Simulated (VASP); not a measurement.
## Tl: single point with PBE

Tl:

```
CELL_PARAMETERS angstrom
3.28479 0.00000 0.00000
-1.64240 2.84472 0.00000
0.00000 0.00000 3.10940
ATOMIC_POSITIONS crystal
Tl 0.00000 0.00000 0.00000
```

This cell differs from its parent crystal: volume scaled by 0.88.

| Item | Value |
| --- | --- |
| Program | VASP 6.6.1 |
| Task | single point |
| Functional | PBE |
| Potentials or basis | VASP PAW PBE potentials, release 64 (Tl_d) |
| Cutoff | 520 eV |
| k mesh | 14 × 14 × 13 |
| Occupations | fermi-dirac, width 0.1 eV |
| Spin | no spin polarisation |
| Dipole correction | no |
| Further INCAR settings | ALGO = Normal; EDIFF = 1e-07; NBANDS = 12 |

- Pressure: 4.1 GPa

Levels at points of the mesh, in eV from the Fermi level:
```tsv
k point	band 5	band 6	band 7	band 8	band 9	band 10
(0.00, 0.00, 0.00)	-11.24	-10.21	6.89	9.27	9.27	10.86
(0.50, 0.00, 0.00)	-11.15	-5.66	-3.08	5.17	9.35	10.99
```

Run time: 35 s on 1 thread of AMD EPYC 7R43 64-Core Processor (Zen 3), on a shared host, peak memory 0.14 GiB.

Caveat: spin-orbit coupling is left out, which moves the levels of the heavy elements.
